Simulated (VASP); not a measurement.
# Si2Ge (P2/m) in VASP: single point with PBE

Aim: the single point of Si2Ge with PBE.

Everything below comes from runs of VASP 6.6.1. Logs are shortened: lines on timing, memory, paths and dates and some standing lists are left out, and cuts for length are marked.

**1. The cell of the first run**

The typed cell holds 12 atoms: a = 5.435 Å, b = 2.541 Å, c = 14.337 Å, α = 90.00°, β = 90.00°, γ = 90.00°.

**2. Single point, PBE**

Input file INCAR:

```
SYSTEM = Si2Ge
PREC     = Accurate       ! precision mode
ENCUT    = 500            ! plane-wave cutoff, eV
EDIFF    = 1E-6           ! SCF threshold, eV
ISMEAR   = 0              ! smearing method
SIGMA    = 0.1            ! smearing width, eV
LREAL    = .False.        ! projectors in reciprocal space
LASPH    = .True.         ! aspherical terms in the spheres
NELM     = 120            ! most SCF steps
ALGO     = Normal         ! electronic algorithm
ISIF     = 2              ! what is computed and relaxed
LWAVE    = .False.        ! write WAVECAR
LCHARG   = .False.        ! write CHGCAR
GGA      = PE             ! functional
NBANDS   = 56             ! bands
GGA_COMPAT= .False.
```

Input file KPOINTS:

```
regular mesh
0
Gamma
  8 14 4
  0 0 0
```

Input file POSCAR:

```
Si2Ge
1.0
    5.4346940599      0.0000000000      0.0327721853
    0.0000000000      2.5405381198      0.0000000000
   -0.0865127107      0.0000000000     14.3370787348
Si Ge
8 4
Direct
    0.0000000000      0.0000000000      0.0000000000
    0.5000000000      0.0000000000      0.0000000000
    0.7497553120      0.0000000000      0.8430692354
    0.2503205475      0.0000000000      0.8430500152
    0.7496794525      0.0000000000      0.1569499848
    0.2502446880      0.0000000000      0.1569307646
    0.7509110909      0.0000000000      0.4999827354
    0.2490889091      0.0000000000      0.5000172646
    0.0000988964      0.0000000000      0.6712121652
    0.5001110666      0.0000000000      0.6703370402
    0.9999011036      0.0000000000      0.3287878348
    0.4998889334      0.0000000000      0.3296629598
```

Potentials or basis: VASP PAW PBE potentials, release 64 (Si, Ge_d).

Command:

```bash
$ cat potpaw_PBE.64/Si/POTCAR potpaw_PBE.64/Ge_d/POTCAR > POTCAR
$ mpirun -np 1 vasp_std > vasp.out
```

OUTCAR:

```text
SYSTEM = Si2Ge
   PREC = Accurate
   ENCUT = 500
   EDIFF = 1E-6
   ISMEAR = 0
   LREAL = .False.
   LASPH = .True.
   NELM = 120
   ISIF = 2
   GGA = PE

 ion  position               nearest neighbor table
   1  0.000  0.000  0.000-   3 2.63   6 2.63   5 2.63   4 2.63   2 2.72   2 2.72
   2  0.500  0.000  0.000-   3 2.63   6 2.63   5 2.63   4 2.63   1 2.72   1 2.72
   3  0.750  0.000  0.843-   2 2.63   1 2.63   4 2.71   4 2.72   9 2.81  10 2.82
   4  0.250  0.000  0.843-   2 2.63   1 2.63   3 2.71   3 2.72   9 2.81  10 2.82
   5  0.750  0.000  0.157-   2 2.63   1 2.63   6 2.71   6 2.72  11 2.81  12 2.82
   6  0.250  0.000  0.157-   2 2.63   1 2.63   5 2.71   5 2.72  11 2.81  12 2.82
   7  0.751  0.000  0.500-   8 2.71   8 2.73  10 2.80  12 2.80  11 2.80   9 2.80
   8  0.249  0.000  0.500-   7 2.71   7 2.73  12 2.80  10 2.80   9 2.80  11 2.80
   9  0.000  0.000  0.671-  10 2.72  10 2.72   8 2.80   7 2.80   4 2.81   3 2.81
  10  0.500  0.000  0.670-   9 2.72   9 2.72   7 2.80   8 2.80   3 2.82   4 2.82
  11  1.000  0.000  0.329-  12 2.72  12 2.72   7 2.80   8 2.80   5 2.81   6 2.81
  12  0.500  0.000  0.330-  11 2.72  11 2.72   8 2.80   7 2.80   6 2.82   5 2.82

  LATTYP: Found a simple orthorhombic cell.
 ALAT       =     2.5405381198
 B/A-ratio  =     2.1392290191
 C/A-ratio  =     5.6434263426

  Lattice vectors:

 A1 = (   0.0000000000,  -2.5405381198,   0.0000000000)
 A2 = (   5.4346940599,   0.0000000000,   0.0327721853)
 A3 = (  -0.0865127107,   0.0000000000,  14.3370787348)

Analysis of symmetry for initial positions (statically):
=====================================================================
 Subroutine PRICEL returns:
 Original cell was already a primitive cell.

 Routine SETGRP: Setting up the symmetry group for a
 simple orthorhombic supercell.

 Subroutine GETGRP returns: Found  4 space group operations
 (whereof  4 operations were pure point group operations)
 out of a pool of  8 trial point group operations.

The static configuration has the point symmetry C_2h.

Analysis of symmetry for dynamics (positions and initial velocities):
=====================================================================
 Subroutine PRICEL returns:
 Original cell was already a primitive cell.

 Routine SETGRP: Setting up the symmetry group for a
 simple orthorhombic supercell.

 Subroutine GETGRP returns: Found  4 space group operations
 (whereof  4 operations were pure point group operations)
 out of a pool of  8 trial point group operations.

The dynamic configuration has the point symmetry C_2h.

 Subroutine INISYM returns: Found  4 space group operations
 (whereof  4 operations are pure point group operations),
 and found     1 'primitive' translations

----------------------------------------------------------------------------------------

                                     Primitive cell

  volume of cell :     197.9599

  direct lattice vectors                    reciprocal lattice vectors
     5.434694060  0.000000000  0.032772185     0.183996303  0.000000000  0.001110269
     0.000000000  2.540538120  0.000000000     0.000000000  0.393617396  0.000000000
    -0.086512711  0.000000000 14.337078735    -0.000420585  0.000000000  0.069746678

  length of vectors
     5.434792870  2.540538120 14.337339750     0.183999653  0.393617396  0.069747946

  position of ions in fractional coordinates (direct lattice)
     0.000000000  0.000000000  0.000000000
     0.500000000  0.000000000  0.000000000
     0.749755312  0.000000000  0.843069235
     0.250320548  0.000000000  0.843050015
     0.749679452  0.000000000  0.156949985
     0.250244688  0.000000000  0.156930765
     0.750911091  0.000000000  0.499982735
     0.249088909  0.000000000  0.500017265
     0.000098896  0.000000000  0.671212165
     0.500111067  0.000000000  0.670337040
     0.999901104  0.000000000  0.328787835
     0.499888933  0.000000000  0.329662960

  ion indices of the primitive-cell ions
   primitive index   ion index
                 1           1
                 2           2
                 3           3
                 4           4
                 5           5
                 6           6
                 7           7
                 8           8
                 9           9
                10          10
                11          11
                12          12

----------------------------------------------------------------------------------------

 KPOINTS: regular mesh

Automatic generation of k-mesh.
 Grid dimensions read from file:
 generate k-points for:    8   14    4

 Generating k-lattice:

  Cartesian coordinates                     Fractional coordinates (reciprocal lattice)
     0.022999538  0.000000000  0.000138784     0.125000000  0.000000000  0.000000000
     0.000000000  0.028115528  0.000000000     0.000000000  0.071428571  0.000000000
    -0.000105146  0.000000000  0.017436670     0.000000000  0.000000000  0.250000000

  Length of vectors
     0.022999957  0.028115528  0.017436987

  Shift w.r.t. Gamma in fractional coordinates (k-lattice)
     0.000000000  0.000000000  0.000000000

 Subroutine IBZKPT returns following result:
 ===========================================

 Found    144 irreducible k-points:

 Following reciprocal coordinates:
            Coordinates               Weight
  0.000000  0.000000  0.000000      1.000000
  0.125000  0.000000  0.000000      2.000000
  0.250000  0.000000  0.000000      2.000000
  0.375000  0.000000  0.000000      2.000000
  0.500000  0.000000  0.000000      1.000000
  0.000000  0.071429  0.000000      2.000000
[... 16 lines left out ...]
  0.250000  0.285714  0.000000      4.000000
  0.375000  0.285714  0.000000      4.000000
 [... further k-points ...]
   k-points           NKPTS =    144   k-points in BZ     NKDIM =    144   number of bands    NBANDS=     56
   number of dos      NEDOS =    301   number of ions     NIONS =     12
   total plane-waves  NPLWV =  86400
   dimension x,y,z NGX =    40 NGY =   20 NGZ =  108
   dimension x,y,z NGXF=    80 NGYF=   40 NGZF=  216
   ions per type =               8   4
   NGX,Y,Z   is equivalent  to a cutoff of  12.24, 13.09, 12.52 a.u.
   NGXF,Y,Z  is equivalent  to a cutoff of  24.47, 26.17, 25.05 a.u.
 SYSTEM =  Si2Ge
   PREC   = accura    normal or accurate (medium, high low for compatibility)
   ISTART =      0    job   : 0-new  1-cont  2-samecut
   ICHARG =      2    charge: 1-file 2-atom 10-const
   ISPIN  =      1    spin polarized calculation?
   LNONCOLLINEAR =      F non collinear calculations
   LSORBIT =      F    spin-orbit coupling
   LASPH  =      T    aspherical Exc in radial PAW
   ENCUT  =  500.0 eV  36.75 Ry    6.06 a.u.   9.91  4.63 26.14*2*pi/ulx,y,z
   NELM   =    120;   NELMIN=  2; NELMDL= -5     # of ELM steps
   EDIFF  = 0.1E-05   stopping-criterion for ELM
   LREAL  =      F    real-space projection
   EDIFFG = 0.1E-04   stopping-criterion for IOM
   NSW    =      0    number of steps for IOM
   IBRION =     -1    ionic relax: 0-MD 1-quasi-New 2-CG
   NFREE  =      0    steps in history (QN), initial steepest desc. (CG)
   ISIF   =      2    stress and relaxation
   ISYM   =      2    0-nonsym 1-usesym 2-fastsym
   POTIM  = 0.5000    time-step for ionic-motion
   TEBEG  =    0.0;   TEEND  =   0.0 temperature during run
   PSTRESS=    0.0 pullay stress
   NELECT =      88.0000    total number of electrons
   NUPDOWN=      -1.0000    fix difference up-down
   EMIN   =  10.00;   EMAX   =-10.00  energy-range for DOS
   EFERMI =   0.00;   METHOD = LEGACY
   ISMEAR =     0;   SIGMA  =   0.10  broadening in eV -4-tet -1-fermi 0-gaus
   EFERMI_NEDOS =   21; number of points for ismear=-14 and -15
   IALGO  =     38    algorithm
   IMIX   =      4    mixing-type and parameters
     AMIX     =   0.40;   BMIX     =  1.00
     AMIX_MAG =   1.60;   BMIX_MAG =  1.00
  volume/ion in A,a.u.               =      16.50       111.32
  Fermi-wavevector in a.u.,A,eV,Ry     =   1.249424  2.361070 21.239526  1.561061
  Thomas-Fermi vector in A             =   2.383466
   LORBIT       =      0    0 simple, 1 ext, 2 COOP (PROOUT), +10 PAW based schemes
   GGA     = PE    functional components
   LHFCALC =     F    Hartree Fock is set to
   AEXX    =    0.0000 exact exchange contribution
   IVDW    =     0    specifies the selected vdW correction
   LEPSILON=     F    determine dielectric tensor
   LRPA    =     F    only Hartree local field effects (RPA)
 non-spin polarized calculation
 Gauss-broadening in eV      SIGMA  =   0.10
  energy-cutoff  :      500.00
  volume of cell :      197.96
 maximum number of plane-waves:      5076
 NGX is ok and might be reduce to    40
   NGX = 19   NGY =  9   NGZ = 53

 number of electron      87.9999959 magnetization

 Free energy of the ion-electron system (eV)
  ---------------------------------------------------
  ext. energy  EPLUGINS =         0.00000000
  ---------------------------------------------------
  free energy    TOTEN  =       -57.47892248 eV

  energy without entropy =      -57.45748295  energy(sigma->0) =      -57.46820272

 E-fermi :   8.1925     XC(G=0): -11.0368

 val. band max:        8.1921102278   @ k =   0.2500  -0.2143  -0.2500
 cond. band min:       8.1957216232   @ k =   0.3750   0.5000   0.5000
 fundamental gap:      0.0036113954
 Fermi energy:         8.1924934138

 k-point     1 :       0.0000    0.0000    0.0000
  band No.  band energies     occupation
      1     -16.6457      2.00000
      2     -16.6457      2.00000
      3     -16.5860      2.00000
      4     -16.5858      2.00000
      5     -16.5253      2.00000
      6     -16.5246      2.00000
[... 48 lines left out ...]
     55      15.5842      0.00000
     56      15.6150      0.00000

 k-point     2 :       0.1250    0.0000    0.0000
  band No.  band energies     occupation
      1     -16.6416      2.00000
      2     -16.6415      2.00000
      3     -16.5871      2.00000
      4     -16.5870      2.00000
      5     -16.5215      2.00000
      6     -16.5208      2.00000
[... 48 lines left out ...]
     55      15.6206      0.00000
     56      15.7542      0.00000

 k-point     3 :       0.2500    0.0000    0.0000
  band No.  band energies     occupation
      1     -16.6310      2.00000
      2     -16.6309      2.00000
      3     -16.5905      2.00000
      4     -16.5904      2.00000
      5     -16.5096      2.00000
      6     -16.5089      2.00000
[... 1172 lines left out ...]
 k-point    23 :       0.2500    0.2857    0.0000
  band No.  band energies     occupation
      1     -16.5170      2.00000
      2     -16.5168      2.00000
      3     -16.4740      2.00000
      4     -16.4737      2.00000
      5     -16.4590      2.00000
      6     -16.4589      2.00000
[... 48 lines left out ...]
     55      11.8134      0.00000
     56      12.1498      0.00000

 k-point    24 :       0.3750    0.2857    0.0000
  band No.  band energies     occupation
      1     -16.4856      2.00000
      2     -16.4854      2.00000
      3     -16.4613      2.00000
      4     -16.4610      2.00000
      5     -16.4470      2.00000
      6     -16.4470      2.00000
[... 48 lines left out ...]
     55      11.1948      0.00000
     56      11.5500      0.00000

 [... further k-points ...]

------------------------ aborting loop because EDIFF is reached ----------------------------------------

  FORCE on cell =-STRESS in cart. coord.  units (eV):
  Direction    XX          YY          ZZ          XY          YZ          ZX
  --------------------------------------------------------------------------------------
  -------------------------------------------------------------------------------------
  Total       -0.5190913     -0.5372280     -0.4665664      0.0000000      0.0000000     -0.0001018
  in kB       -4.2012356     -4.3480238     -3.7761287      0.0000000      0.0000000     -0.0008240
  external PRESSURE =      -4.1084627 kB  Pullay stress =       0.0000000 kB

 VOLUME and BASIS-vectors are now :
 -----------------------------------------------------------------------------
  energy-cutoff  :      500.00
  volume of cell :      197.96
      direct lattice vectors                 reciprocal lattice vectors
     5.434694060  0.000000000  0.032772185     0.183996303  0.000000000  0.001110269
     0.000000000  2.540538120  0.000000000     0.000000000  0.393617396  0.000000000
    -0.086512711  0.000000000 14.337078735    -0.000420585  0.000000000  0.069746678

 POSITION                                       TOTAL-FORCE (eV/Angst)
 -----------------------------------------------------------------------------------
      0.00000      0.00000      0.00000        -0.000000      0.000000      0.000000
      2.71735      0.00000      0.01639        -0.000000      0.000000      0.000000
      4.00175      0.00000     12.11172         0.000013      0.000000      0.003743
      1.28748      0.00000     12.09508        -0.000215      0.000000      0.004527
      4.06070      0.00000      2.27477         0.000215      0.000000     -0.004527
      1.34643      0.00000      2.25813        -0.000013      0.000000     -0.003743
      4.03772      0.00000      7.19290        -0.000606      0.000000      0.000337
      1.31046      0.00000      7.17695         0.000606      0.000000     -0.000337
     -0.05753      0.00000      9.62322        -0.000179     -0.000000     -0.001776
      2.65996      0.00000      9.62706        -0.000157      0.000000     -0.001479
      5.40571      0.00000      4.74663         0.000179      0.000000      0.001776
      2.68822      0.00000      4.74279         0.000157     -0.000000      0.001479
 -----------------------------------------------------------------------------------
    total drift:                               -0.000000      0.000000     -0.000000

  FREE ENERGIE OF THE ION-ELECTRON SYSTEM (eV)
  ---------------------------------------------------
  free  energy   TOTEN  =       -57.4789224843 eV

  energy  without entropy=      -57.4574829535  energy(sigma->0) =      -57.46820272
```

It took 34 min on 1 thread of Intel Xeon Platinum 8259CL at 2.50GHz (Skylake/Cascade Lake), shared host; peak memory 1 GiB.

What came out:

- Free energy: -57.4789 eV
- Pressure: -0.4 GPa
- Largest force: 0.005 eV/Å
- Band gap on the k mesh: zero (bands 44 and 45 overlap by 4.48 eV)

Forces in eV/Å, atoms in the order of the input:
```
Si   0.000  0.000  0.000
Si   0.000  0.000  0.000
Si   0.000  0.000  0.004
Si   0.000  0.000  0.005
Si   0.000  0.000 -0.005
Si   0.000  0.000 -0.004
Si  -0.001  0.000  0.000
Si   0.001  0.000  0.000
Ge   0.000  0.000 -0.002
Ge   0.000  0.000 -0.001
Ge   0.000  0.000  0.002
Ge   0.000  0.000  0.001
```

Levels at points of the mesh, in eV from the Fermi level:
```tsv
k point	band 41	band 42	band 43	band 44	band 45	band 46	band 47	band 48
(0.00, 0.00, 0.00)	-2.04	-1.48	-1.26	2.20	2.44	2.66	3.03	3.47
(0.50, 0.00, 0.00)	-0.55	-0.53	-0.52	-0.48	0.14	0.15	0.34	0.34
(0.00, 0.50, 0.00)	-2.17	-2.14	-2.11	-2.09	-2.08	-1.88	-1.27	-1.22
(0.50, 0.50, 0.00)	-1.52	-1.52	-1.39	-1.38	-1.38	-1.38	1.66	1.67
(0.00, 0.00, 0.50)	-0.01	0.10	0.18	0.56	0.57	0.73	4.36	4.46
(0.50, 0.00, 0.50)	-0.99	-0.99	-0.92	-0.91	1.47	1.47	1.79	1.79
(0.00, 0.50, 0.50)	-2.38	-2.27	-2.16	-2.10	-2.03	-2.01	-0.64	-0.36
(0.50, 0.50, 0.50)	-2.13	-2.11	-1.77	-1.76	0.49	0.50	0.92	0.93
```
